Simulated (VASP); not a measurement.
Here is a VASP 6.6.1 calculation.

Contents of POSCAR:

```
AlN
1.0
    0.0000000000      2.1848764832      2.1848764832
    2.1848764832      0.0000000000      2.1848764832
    2.1848764832      2.1848764832      0.0000000000
Al N
1 1
Direct
    0.0000000000      0.0000000000      0.0000000000
    0.7500000000      0.7500000000      0.7500000000
```

File INCAR.step1:

```
PREC = Accurate
ENCUT = 520
EDIFF = 1E-5
ISMEAR = 0
SIGMA = 0.01
LREAL = False
LASPH = True
NELM = 80
ALGO = Normal
ISIF = 2
LWAVE = True
LCHARG = False
NBANDS = 11
GGA = PE
```

Contents of INCAR.step2:

```
PREC = Accurate
ENCUT = 520
EDIFF = 1E-6
ISMEAR = 0
SIGMA = 0.01
LREAL = False
LASPH = True
NELM = 80
ALGO = Normal
ISIF = 2
LWAVE = False
LCHARG = False
GGA = PE
LHFCALC = True
HFSCREEN = 0.2079
PRECFOCK = Normal
NBANDS = 11
ISTART = 1
```

The input KPOINTS:

```
Automatic mesh
0
Gamma
  8 8 8
```

Potentials or basis: VASP PAW PBE potentials, release 64 (Al, N).

Launch:

```bash
$ cat potpaw_PBE.64/Al/POTCAR potpaw_PBE.64/N/POTCAR > POTCAR
$ cp INCAR.step1 INCAR
$ mpirun -np 1 vasp_std > vasp.out
$ cp INCAR.step2 INCAR
$ mpirun -np 1 vasp_std > vasp.out
```

Question: What does it give for the pressure?

Answer: -0.8 GPa.

Question: What does it give for the band gap on the k mesh?

Answer: 4.55 eV, indirect (least direct gap 5.54 eV).

Caveat: the PAW data sets were made with another functional, which shifts forces and pressure a little. A k mesh can miss the band edges.
